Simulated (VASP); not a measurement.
# ScAl3: single point with PBEsol-based global hybrid with 25 % exact exchange

ScAl3:

```
Sc Al
1.0
     4.08781    0.00000    0.00000
     0.00000    4.08781    0.00000
     0.00000    0.00000    4.08781
Sc Al
1 3
Direct
  0.00000 0.00000 0.00000
  0.50000 0.50000 0.00000
  0.00000 0.50000 0.50000
  0.50000 0.00000 0.50000
```

```json
{
  "Program": "VASP 6.6.1",
  "Task": "single point",
  "Functional": "PBEsol-based global hybrid with 25 % exact exchange",
  "Potentials or basis": "VASP PAW PBE potentials, release 64 (Sc_sv, Al)",
  "Cutoff": "520 eV",
  "k mesh": "4 × 4 × 4",
  "Occupations": "fermi-dirac, width 0.05 eV",
  "Spin": "no spin polarisation"
}
```

| Quantity | Value |
| --- | --- |
| Pressure | -1.7 GPa |
| Band gap on the k mesh | zero (bands 10 and 11 overlap by 5.37 eV) |

Levels at points of the mesh, in eV from the Fermi level:
```csv
k point,band 6,band 7,band 8,band 9,band 10,band 11,band 12,band 13,band 14,band 15
"(0.00, 0.00, 0.00)",-3.37,-3.37,-2.60,-2.60,-2.60,1.83,2.07,2.07,2.07,6.07
"(0.50, 0.00, 0.00)",-8.95,-2.43,-2.43,-2.04,1.33,1.33,1.44,1.85,2.42,3.18
"(0.50, 0.50, 0.00)",-6.99,-6.99,-5.57,-1.03,-1.03,1.63,2.08,3.05,3.65,4.15
"(0.50, 0.50, 0.50)",-5.98,-5.98,-5.53,-4.04,-4.04,-4.04,1.50,3.78,3.78,5.23
```

Run time: 6.5 min on 1 thread of Intel(R) Xeon(R) 6975P-C (Granite Rapids), with other jobs on the host, peak memory 0.18 GiB.

Caveat: the k points lie up to 0.38 Å⁻¹ apart, too coarse for converged energies and pressures of a metal; the PAW data sets were made with another functional, which shifts forces and pressure a little.
